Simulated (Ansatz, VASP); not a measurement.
Li3Pt: VASP beside Ansatz

```xyz
4
Lattice="-1.9643 1.9643 3.6403 1.9643 -1.9643 3.6403 1.9643 1.9643 -3.6403" Properties=species:S:1:pos:R:3 pbc="T T T"
Li   -0.0619    1.9636    1.7959
Li    2.1071    0.0545    1.8063
Li    0.0036    0.0542    3.6862
Pt    3.8599    0.0105    0.0161
```

Alike in both runs: task single point; functional LDA; k mesh 5 × 5 × 6; occupations fermi-dirac, width 0.1 eV; no spin polarisation.

```csv
,VASP,Ansatz
version,VASP 6.6.1,Ansatz 0.2.0
potentials or method,"VASP PAW LDA potentials, release 64 (Li_sv, Pt), cutoff 520 eV","plane waves, PAW"
valence electrons in the cell,19,27
```

Ansatz gave:

| Item | Value |
| --- | --- |
| rms of the force components (eV/Å) | 0.241 |

Estimate VASP's values.

rms of the force components (eV/Å): 0.243.

LDA's correlation is that of Perdew and Zunger in VASP and of Perdew and Wang (1992) in Ansatz. Atom by atom the forces differ by 0.003 eV/Å (rms over components). VASP's potentials hold 19 valence electrons a cell and Ansatz's 27, so a difference there can come from the potentials and not from the codes. Ansatz's warnings: stress scf threshold loose.

The k mesh is coarse, so the values compare programs but aren't converged. Spin-orbit coupling is off throughout. Noted on VASP's run: the cutoff is short for stress, so the pressure is rough.
